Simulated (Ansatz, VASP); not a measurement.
## Two plane-wave programs on BaW

```
CELL_PARAMETERS angstrom
5.38188 0.00000 0.00000
-2.69094 4.66085 0.00000
0.00000 0.00000 6.37729
ATOMIC_POSITIONS crystal
Ba 0.68712 0.00000 0.66667
Ba 0.00000 0.68712 0.33333
Ba 0.31288 0.31288 0.00000
W 0.57883 0.00000 0.16667
W 0.00000 0.57883 0.83333
W 0.42117 0.42117 0.50000
```

Alike in both runs: task relaxation of cell and atoms; functional PBE; k mesh 12 × 12 × 6; occupations gaussian, width 0.1 eV; no spin polarisation.

```csv
,VASP,Ansatz
version,VASP 6.6.1,Ansatz 0.2.0
potentials or method,"VASP PAW PBE potentials, release 64 (Ba_sv, W_sv), cutoff 600 eV","scalar-relativistic, plane waves, PAW"
valence electrons in the cell,72,72
```

|  | VASP | Ansatz | Ansatz less VASP |
| --- | --- | --- | --- |
| gap on the k mesh at the Fermi level, each at its own relaxed structure (eV) | none | none | - |
| relaxed volume (Å³/atom) | 27.61 | 26.71 | -0.902 |
| relaxed length of the cell vector where the two differ most in proportion (Å) | 6.465 | 6.362 | -0.1033 |

A gap of «none» marks a metal or a gap that the smearing closes.

Spin-orbit coupling is off throughout.
